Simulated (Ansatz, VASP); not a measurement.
One calculation of Fe7Co, two programs

```
CELL_PARAMETERS angstrom
-2.79477 2.79477 2.79477
2.79477 -2.79477 2.79477
2.79477 2.79477 -2.79477
ATOMIC_POSITIONS crystal
Fe 0.00000 0.50000 0.50000
Fe 0.50000 0.50000 0.00000
Fe 0.50000 0.00000 0.50000
Fe 0.00000 0.00000 0.50000
Fe 0.00000 0.50000 0.00000
Fe 0.50000 0.00000 0.00000
Fe 0.50000 0.50000 0.50000
Co 0.00000 0.00000 0.00000
```

Alike in both runs: functional PBEsol; k mesh 10 × 10 × 10; occupations gaussian, width 0.1 eV; collinear spin.

Ansatz relaxed the structure, and its values are those at the end. VASP's run is a single point on that final structure, the one shown.

|  | VASP | Ansatz |
| --- | --- | --- |
| version | VASP 6.6.1 | Ansatz 0.2.0 |
| potentials or method | VASP PAW PBE potentials, release 64 (Fe, Co), cutoff 520 eV | scalar-relativistic, plane waves, PAW |
| valence electrons in the cell | 65 | 129 |

|  | VASP | Ansatz | Ansatz less VASP |
| --- | --- | --- | --- |
| gap on the k mesh at the Fermi level (eV) | none | none | - |
| pressure (GPa) | -0.1 | 0.0 | +0.06 |
| net moment per atom (μB) | 2.20 | 2.19 | -0.012 |
| size of the moment on the site where the two differ most (μB) | 1.72 | 1.80 | +0.077 |

VASP's potentials were made for PBE, not for PBEsol. Site moments also hang on the region over which each program counts them. A gap of «none» marks a metal or a gap that the smearing closes. VASP's potentials hold 65 valence electrons a cell and Ansatz's 129, so a difference there can come from the potentials and not from the codes.
